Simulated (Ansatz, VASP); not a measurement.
## One calculation of TaRu, two programs

```
CELL_PARAMETERS angstrom
3.21887 0.00000 0.00000
0.00000 3.21887 0.00000
0.00000 0.00000 3.18700
ATOMIC_POSITIONS crystal
Ta 0.50000 0.50000 0.50000
Ru 0.00000 0.00000 0.00000
```

Change from the starting cell: equal xx and yy strain of +1 %.

Alike in both runs: task single point; functional LDA; k mesh 13 × 13 × 13; occupations fermi-dirac, width 0.03 eV; no spin polarisation.

|  | VASP | Ansatz |
| --- | --- | --- |
| version | VASP 6.6.1 | Ansatz 0.2.0 |
| potentials or method | VASP PAW LDA potentials, release 64 (Ta_pv, Ru_pv), cutoff 500 eV | all-electron LAPW, scalar-relativistic |

Ansatz gave:

- pressure (GPa): -20.2
- traceless stress, the component that is largest in VASP (GPa): -1.47

Question: Which values does VASP return?

Answer: Pressure (GPa): -19.6; traceless stress, the component that is largest in VASP (GPa): -1.43.

LDA's correlation is that of Perdew and Zunger in VASP and of Perdew and Wang (1992) in Ansatz. Ansatz ran all-electron here, and VASP with PAW potentials.

Neither program's run includes spin-orbit coupling.
